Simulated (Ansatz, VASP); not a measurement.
# PbS in VASP and in Ansatz

The input INCAR:

```
  PREC = Accurate
  ENCUT = 500
  EDIFF = 1E-6
  ISMEAR = -1
  SIGMA = 0.01
  LREAL = F
  LASPH = T
  NELM = 120
  ALGO = Normal
  ISIF = 2
  LWAVE = F
  LCHARG = F
  GGA = PE
  NBANDS = 17
  GGA_COMPAT = F
```

File KPOINTS:

```
Automatic mesh
0
Gamma
  7 7 7
```

The input POSCAR:

```
PbS
1.0
    0.0000000000      2.9502852689      2.9946500000
    2.9502852689      0.0000000000      2.9946500000
    2.9502852689      2.9502852689      0.0000000000
Pb S
1 1
Direct
    0.0000000000      0.0000000000      0.0000000000
    0.5000000000      0.5000000000      0.5000000000
```

Input for Ansatz:

```yaml
crystal:
  lattice:
    - [0.0, 2.9502852689, 2.99465]
    - [2.9502852689, 0.0, 2.99465]
    - [2.9502852689, 2.9502852689, 0.0]
  atoms:
    - { symbol: Pb, position: [0.0, 0.0, 0.0] }
    - { symbol: S, position: [0.5, 0.5, 0.5] }
kpoints:
  mp_grid: { grid: [7, 7, 7] }
scf:
  occupations: { method: fermi_dirac, width: 0.01 }
hamiltonian:
  xc: pbe
  pseudopotentials: { kind: all_electron, lapw: { basis_error: 0.00025 } }
output:
  forces: true
  stress: true
  eigenvalues: true
```

Change from the starting cell: z stretched by +1 % at fixed volume.

Alike in both runs: task single point; functional PBE; k mesh 7 × 7 × 7; occupations fermi-dirac, width 0.01 eV; no spin polarisation.

```csv
,VASP,Ansatz
version,VASP 6.6.1,Ansatz 0.2.0
potentials or method,"VASP PAW PBE potentials, release 64 (Pb_d, S), cutoff 500 eV","all-electron LAPW, scalar-relativistic"
```

|  | VASP | Ansatz | Ansatz less VASP |
| --- | --- | --- | --- |
| gap on the k mesh at the Fermi level (eV) | 0.95 | 0.94 | -0.003 |
| pressure (GPa) | 2.2 | 2.3 | +0.09 |
| traceless stress, the component that is largest in VASP (GPa) | -1.26 | -1.26 | +0.001 |

Ansatz ran all-electron here, and VASP with PAW potentials.

Spin-orbit coupling is off throughout.
